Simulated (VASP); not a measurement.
# BaTiO3 (Pm-3m) in VASP: a series of runs, part 2 of 2

VASP 6.6.1. Earlier steps stand in the parts before.

### Step 3. Single point, PBEsol

This run uses another cell than the first one, of 12.86 Å³/atom, 1.042 times its volume.

File INCAR:

```
SYSTEM = BaTiO3
  PREC = Accurate
  ENCUT = 910
  EDIFF = 1E-6
  ISMEAR = -1
  SIGMA = 0.05
  LREAL = .FALSE.
  LASPH = .TRUE.
  NELM = 120
  ALGO = Normal
  ISIF = 2
  LWAVE = .FALSE.
  LCHARG = .TRUE.
  GGA = PS
  LELF = .TRUE.
  LVHAR = .TRUE.
  NBANDS = 28
  GGA_COMPAT = .FALSE.
```

File KPOINTS:

```
regular mesh
0
G
  7 7 7
  0 0 0
```

File POSCAR:

```
BaTiO3
1.0
    4.0060000000      0.0000000000      0.0000000000
    0.0000000000      4.0060000000      0.0000000000
    0.0000000000      0.0000000000      4.0060000000
Ba Ti O
1 1 3
Direct
    0.5000000000      0.5000000000      0.5000000000
    0.0000000000      0.0000000000      0.0000000000
    0.0000000000      0.0000000000      0.5000000000
    0.0000000000      0.5000000000      0.0000000000
    0.5000000000      0.0000000000      0.0000000000
```

Potentials or basis: VASP PAW PBE potentials, release 64 (Ba_sv, Ti_sv, O_h).

Run with:

```bash
$ cat potpaw_PBE.64/Ba_sv/POTCAR potpaw_PBE.64/Ti_sv/POTCAR potpaw_PBE.64/O_h/POTCAR > POTCAR
$ mpirun -np 1 vasp_std > vasp.out
```

OUTCAR:

```text
SYSTEM = BaTiO3
   PREC = Accurate
   ENCUT = 910
   EDIFF = 1E-6
   ISMEAR = -1
   LREAL = .FALSE.
   LASPH = .TRUE.
   NELM = 120
   ISIF = 2
   GGA = PS

 ion  position               nearest neighbor table
   1  0.500  0.500  0.500-   3 2.83   4 2.83   5 2.83   4 2.83   5 2.83   3 2.83   5 2.83   5 2.83
                             3 2.83   4 2.83   4 2.83   3 2.83   2 3.47   2 3.47   2 3.47   2 3.47
   2  0.000  0.000  0.000-   3 2.00   4 2.00   5 2.00   3 2.00   4 2.00   5 2.00   1 3.47   1 3.47
                             1 3.47   1 3.47   1 3.47   1 3.47   1 3.47   1 3.47
[... 820 lines left out ...]
  -------------------------------------------------------------------------------------
  Total       -1.2581058     -1.2581058     -1.2581058     -0.0000000     -0.0000000      0.0000000
  in kB      -31.3541402    -31.3541402    -31.3541402     -0.0000000     -0.0000000      0.0000000
  external PRESSURE =     -31.3541402 kB  Pullay stress =       0.0000000 kB

 VOLUME and BASIS-vectors are now :
 -----------------------------------------------------------------------------
  energy-cutoff  :      910.00
  volume of cell :       64.29
      direct lattice vectors                 reciprocal lattice vectors
     4.006000000  0.000000000  0.000000000     0.249625562  0.000000000  0.000000000
     0.000000000  4.006000000  0.000000000     0.000000000  0.249625562  0.000000000
     0.000000000  0.000000000  4.006000000     0.000000000  0.000000000  0.249625562

 POSITION                                       TOTAL-FORCE (eV/Angst)
 -----------------------------------------------------------------------------------
      2.00300      2.00300      2.00300         0.000000      0.000000      0.000000
      0.00000      0.00000      0.00000         0.000000      0.000000      0.000000
      0.00000      0.00000      2.00300         0.000000      0.000000      0.000000
      0.00000      2.00300      0.00000         0.000000      0.000000      0.000000
      2.00300      0.00000      0.00000         0.000000      0.000000      0.000000
 -----------------------------------------------------------------------------------
    total drift:                                0.000000      0.000000     -0.000000

  FREE ENERGIE OF THE ION-ELECTRON SYSTEM (eV)
  ---------------------------------------------------
  free  energy   TOTEN  =       -41.9940211407 eV

  energy  without entropy=      -41.9940211370  energy(sigma->0) =      -41.99402114
```

It took 1.7 min on 1 thread of Intel Xeon Platinum 8259CL at 2.50GHz (Skylake/Cascade Lake), shared host; peak memory 0.29 GiB.

What came out:

```yaml
Free_energy: -41.9940 eV
Pressure: -3.1 GPa
Band_gap_on_the_k_mesh: 1.76 eV, indirect (least direct gap 1.84 eV)
```

Caveat: the cutoff is under 1.25 times the usual one of these potentials, so pressure, stress and relaxed cells hold a basis-set (Pulay) error; the PAW data sets were made with another functional, which shifts forces and pressure a little; spin-orbit coupling is left out, which moves the levels of the heavy elements.

### Step 4. Single point, PBEsol

This run uses another cell than the first one, of 12.86 Å³/atom, 1.042 times its volume.

File INCAR:

```
PREC = Accurate ; ENCUT = 910
EDIFF = 1E-6 ; ISMEAR = 0
SIGMA = 0.01 ; LREAL = F
LASPH = T ; NELM = 120
ALGO = Normal ; ISIF = 2
LWAVE = F ; LCHARG = F
GGA = PS ; NBANDS = 28
GGA_COMPAT = F
```

File KPOINTS:

```
Automatic mesh
0
Gamma
  6 6 6
```

POSCAR is that of step 3.

Run with:

```bash
$ cat potpaw_PBE.64/Ba_sv/POTCAR potpaw_PBE.64/Ti_sv/POTCAR potpaw_PBE.64/O_h/POTCAR > POTCAR
$ mpirun -np 1 vasp_std > vasp.out
```

Wall time 97 s (1 thread of Intel Xeon Platinum 8259CL at 2.50GHz (Skylake/Cascade Lake), shared host); peak memory 0.29 GiB.

Results (log left out):

| Property | Result |
| --- | --- |
| Free energy | -41.9935 eV |
| Pressure | -3.1 GPa |
| Band gap on the k mesh | 1.70 eV, indirect (least direct gap 1.84 eV) |

Levels at points of the mesh, in eV from the valence-band top:
```tsv
k point	band 17	band 18	band 19	band 20	band 21	band 22	band 23	band 24
(0.00, 0.00, 0.00)	-1.10	-0.14	-0.14	-0.14	1.70	1.70	1.70	3.92
(0.50, 0.00, 0.00)	-1.85	-1.85	-0.72	-0.72	1.86	3.48	3.48	3.93
(0.50, 0.50, 0.00)	-1.74	-0.88	-0.88	-0.09	3.49	3.49	3.90	4.76
(0.50, 0.50, 0.50)	-2.42	0.00	0.00	0.00	4.16	4.16	4.16	6.62
```

Caveat: the cutoff is under 1.25 times the usual one of these potentials, so pressure, stress and relaxed cells hold a basis-set (Pulay) error; the PAW data sets were made with another functional, which shifts forces and pressure a little; spin-orbit coupling is left out, which moves the levels of the heavy elements.

### Step 5. Single point, PBE

File INCAR:

```
SYSTEM = BaTiO3
PREC     = Accurate       ! precision mode
ENCUT    = 520            ! plane-wave cutoff, eV
EDIFF    = 1E-6           ! SCF threshold, eV
ISMEAR   = -1             ! smearing method
SIGMA    = 0.05           ! smearing width, eV
LREAL    = .False.        ! projectors in reciprocal space
LASPH    = .True.         ! aspherical terms in the spheres
NELM     = 100            ! most SCF steps
ALGO     = Normal         ! electronic algorithm
ISIF     = 2              ! what is computed and relaxed
LWAVE    = .False.        ! write WAVECAR
LCHARG   = .True.         ! write CHGCAR
GGA      = PE             ! functional
LELF     = .True.         ! ELF
LVHAR    = .True.       
NBANDS   = 28             ! bands
```

File KPOINTS:

```
Automatic mesh
0
Gamma
  7 7 7
  0 0 0
```

POSCAR, as its differences from that of step 4:

```diff
@@ -2,5 +2,5 @@
 1.0
-    4.0060000000      0.0000000000      0.0000000000
-    0.0000000000      4.0060000000      0.0000000000
-    0.0000000000      0.0000000000      4.0060000000
+    3.9518582279      0.0000000000      0.0000000000
+    0.0000000000      3.9518582279      0.0000000000
+    0.0000000000      0.0000000000      3.9518582279
 Ba Ti O
```

Potentials or basis: VASP PAW PBE potentials, release 64 (Ba_sv, Ti_sv, O).

Run with:

```bash
$ cat potpaw_PBE.64/Ba_sv/POTCAR potpaw_PBE.64/Ti_sv/POTCAR potpaw_PBE.64/O/POTCAR > POTCAR
$ mpirun -np 1 vasp_std > vasp.out
```

Run time: 1.9 min. Hardware: 1 thread of Intel Xeon 8259CL, shared host; peak memory 0.19 GiB.

Results (log left out):

```yaml
Free_energy: -39.8517 eV
Pressure: 11.3 GPa
Band_gap_on_the_k_mesh: 1.88 eV, indirect (least direct gap 1.93 eV)
```

Levels at points of the mesh, in eV from the valence-band top:
| k point | band 17 | band 18 | band 19 | band 20 | band 21 | band 22 | band 23 | band 24 |
| --- | --- | --- | --- | --- | --- | --- | --- | --- |
| (0.00, 0.00, 0.00) | -1.09 | -0.04 | -0.04 | -0.04 | 1.88 | 1.88 | 1.88 | 4.23 |

Caveat: spin-orbit coupling is left out, which moves the levels of the heavy elements.

### Step 6. Overview

```tsv
level	potentials or basis	cell	k mesh	cutoff (eV)	smearing	second run	gap on the mesh (eV)	pressure (GPa)
PBEsol	VASP PAW PBE potentials, release 64 (Ba_sv, Ti_sv, O_h)	a = 3.952 Å, 5 atoms	7 × 7 × 7	910	fermi-dirac 0.05 eV	hard_potentials	1.84	4.3
PBEsol	VASP PAW PBE potentials, release 64 (Ba_sv, Ti_sv, O_h)	a = 4.006 Å, 5 atoms	7 × 7 × 7	910	fermi-dirac 0.05 eV	hard_potentials	1.76	-3.1
PBEsol	VASP PAW PBE potentials, release 64 (Ba_sv, Ti_sv, O_h)	a = 4.006 Å, 5 atoms	6 × 6 × 6	910	gaussian 0.01 eV	hard_potentials	1.70	-3.1
PBE	VASP PAW PBE potentials, release 64 (Ba_sv, Ti_sv, O)	a = 3.952 Å, 5 atoms	7 × 7 × 7	520	fermi-dirac 0.05 eV	-	1.88	11.3
```

Alike in all rows: task single point; no spin polarisation.

Caveats: spin-orbit coupling is left out, which moves the levels of the heavy elements; the cutoff is under 1.25 times the usual one of these potentials, so pressure, stress and relaxed cells hold a basis-set (Pulay) error (some runs); the PAW data sets were made with another functional, which shifts forces and pressure a little (some runs).

Total energies depend on the potentials used, so only differences within one code and one set of settings carry meaning.
